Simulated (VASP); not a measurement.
K3Zn2Cl7, 24 atoms in the cell. The typed cell holds 24 atoms: a = 7.134 Å, b = 11.048 Å, c = 11.154 Å, α = 118.52°, β = 107.53°, γ = 90.61°. 

* Program: VASP 6.6.1
* Task: single point
* Functional: PBEsol
* Potentials or basis: VASP PAW PBE potentials, release 64 (K_sv, Zn, Cl)
* Cutoff: 520 eV
* k mesh: 2 × 1 × 1
* Occupations: fermi-dirac, width 0.05 eV
* Spin: no spin polarisation
* Dipole correction: no
* Further INCAR settings: LREAL = Auto; ALGO = Normal; EDIFF = 1e-06; NBANDS = 118

Potentials or basis: VASP PAW PBE potentials, release 64 (K_sv, Zn, Cl).

Run with:

```bash
$ cat potpaw_PBE.64/K_sv/POTCAR potpaw_PBE.64/Zn/POTCAR potpaw_PBE.64/Cl/POTCAR > POTCAR
$ mpirun -np 1 vasp_std > vasp.out
```

Hardware: 1 thread of Intel(R) Xeon(R) 6975P-C (Granite Rapids), on a shared host.

Question: Estimate the wall time of this run.

Answer: It took 3.3 min on 1 thread of Intel(R) Xeon(R) 6975P-C (Granite Rapids), with other jobs on the host, peak memory 0.8 GiB. Counts: scf iterations 19, k points 2.
